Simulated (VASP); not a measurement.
Runs of VASP 6.6.1 on BeNi. It takes space group Pm-3m (No. 221, cubic). Conventional cell: a = 2.587 Å, b = 2.587 Å, c = 2.587 Å, α = 90.00°, β = 90.00°, γ = 90.00°. Within 3.0 Å of Be (site symmetry m-3m) lie 8 Ni at 2.24 Å and 6 Be at 2.59 Å. Within 3.0 Å of Ni (site symmetry m-3m) lie 8 Be at 2.24 Å and 6 Ni at 2.59 Å. 

```tsv
spin	fixed moment (μB)	pressure (GPa)	moment (μB)
collinear, ferromagnetic start	1.1	(b)	1.10
collinear, ferromagnetic start	1.8	(a)	1.80
collinear, zero start	0.0	-6.6	0.00
collinear, ferromagnetic start	0.7	-3.1	0.70
collinear, ferromagnetic start	0.4	-5.6	0.40
```

Alike in all rows: task single point; level LDA; potentials or basis VASP PAW LDA potentials, release 64 (Be, Ni); cell as given; k mesh 9 × 9 × 9; cutoff (eV) 520; smearing gaussian 0.3 eV.

Q: Estimate the missing entries.

A: (a) 11.9; (b) 1.5.

Caveats: the total moment is fixed, so each spin has its own Fermi level.
